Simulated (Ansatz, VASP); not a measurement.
# Ru: VASP beside Ansatz

```
Ru
1.0
     0.00000    1.90470    1.90470
     1.90470    0.00000    1.90470
     1.90470    1.90470    0.00000
Ru
1
Direct
  0.00000 0.00000 0.00000
```

Alike in both runs: task relaxation of cell and atoms; functional PBE; k mesh 8 × 8 × 8; occupations gaussian, width 0.1 eV; no spin polarisation.

|  | VASP | Ansatz |
| --- | --- | --- |
| version | VASP 6.6.1 | Ansatz 0.2.0 |
| potentials or method | VASP PAW PBE potentials, release 64 (Ru_pv), cutoff 600 eV | scalar-relativistic, plane waves, PAW |
| valence electrons in the cell | 14 | 16 |

Ansatz gave:

```
gap on the k mesh at the Fermi level, each at its own relaxed structure (eV) : none
relaxed volume (Å³/atom)                                                     : 13.79
relaxed cell length with the largest relative difference (Å)                 : 2.692
```

Task: Estimate VASP's values.

Result: gap on the k mesh at the Fermi level, each at its own relaxed structure (eV): none; relaxed volume (Å³/atom): 13.79; relaxed cell length with the largest relative difference (Å): 2.691.

A gap of «none» marks a metal or a gap that the smearing closes. VASP's potentials hold 14 valence electrons a cell and Ansatz's 16, so a difference there can come from the potentials and not from the codes.
